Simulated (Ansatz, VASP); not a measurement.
**One calculation of Ga3As, two programs**

```xyz
4
Lattice="4.1379 0.0000 0.0000 -2.0689 3.5835 0.0000 0.0000 0.0000 8.0516" Properties=species:S:1:pos:R:3 pbc="T T T"
Ga    2.0689    1.1945    1.3107
Ga    2.0689    1.1945    6.7409
Ga    2.0689    1.1945    4.0258
As    0.0000    2.3890    4.0258
```

Alike in both runs: functional PBE; k mesh 12 × 12 × 6; occupations gaussian, width 0.1 eV; no spin polarisation.

Ansatz relaxed the structure, and its values are those at the end. VASP's run is a single point on that final structure, the one shown.

```csv
,VASP,Ansatz
version,VASP 6.6.1,Ansatz 0.2.0
potentials or method,"VASP PAW PBE potentials, release 64 (Ga_d, As), cutoff 520 eV","scalar-relativistic, plane waves, PAW"
valence electrons in the cell,44,54
```

|  | VASP | Ansatz | Ansatz less VASP |
| --- | --- | --- | --- |
| gap on the k mesh at the Fermi level (eV) | none | none | - |
| pressure (GPa) | 0.1 | 0.0 | -0.08 |

A gap of «none» marks a metal or a gap that the smearing closes. With one functional, cell and mesh, what is left measures potentials, basis and numerics. VASP's potentials hold 44 valence electrons a cell and Ansatz's 54, so a difference there can come from the potentials and not from the codes.
